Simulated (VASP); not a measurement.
Write the native input for VASP 6.6.1 that does the following.

```yaml
Task: single point
Functional: PBEsol
Potentials_or_basis: VASP PAW PBE potentials, release 64 (Mg, O)
Cutoff: 520 eV
k_mesh: 9 × 9 × 6
Occupations: gaussian, width 0.05 eV
Spin: no spin polarisation
Dipole_correction: no
Further_INCAR_settings: ALGO = Normal; EDIFF = 1e-06; NBANDS = 16
```

The structure of MgO lies in POSCAR:

```
MgO
1.0
    3.3077869865      0.0000000000      0.0000000000
   -1.6538934933      2.8646275606      0.0000000000
    0.0000000000      0.0000000000      4.9828816700
Mg O
2 2
Direct
    0.3333333333      0.6666666667     -0.0078746143
    0.6666666667      0.3333333333      0.4921253857
    0.3333333333      0.6666666667      0.4024402600
    0.6666666667      0.3333333333      0.9024402600
```

This cell differs from its parent crystal: all Mg atoms moved -0.050 Å, as atom 1 along Cartesian [0 0 1].

These files were run (other wordings do the same):

INCAR

```
SYSTEM = MgO
  ALGO = Normal
  EDIFF = 1E-6
  ENCUT = 520
  GGA = PS
  ISIF = 2
  ISMEAR = 0
  LASPH = .TRUE.
  LCHARG = .FALSE.
  LREAL = .FALSE.
  LWAVE = .FALSE.
  NBANDS = 16
  NELM = 100
  PREC = Accurate
  SIGMA = 0.05
```

KPOINTS

```
k-points
0
G
  9 9 6
  0 0 0
```

Potentials or basis: VASP PAW PBE potentials, release 64 (Mg, O).

The run is started by

```console
$ cat potpaw_PBE.64/Mg/POTCAR potpaw_PBE.64/O/POTCAR > POTCAR
$ mpirun -np 1 vasp_std > vasp.out
```

Results of the run:

- Pressure: -0.1 GPa
- Largest force: 0.280 eV/Å
- Band gap on the k mesh: 3.27 eV

Caveat: the cell differs from its parent crystal (all Mg atoms moved -0.050 Å, as atom 1 along Cartesian [0 0 1]); the PAW data sets were made with another functional, which shifts forces and pressure a little; an odd mesh through Γ misses points on the zone boundary, where band edges can lie.

It took 30 s on 1 thread of Intel Xeon 8259CL, with other jobs on the host, peak memory 0.19 GiB.
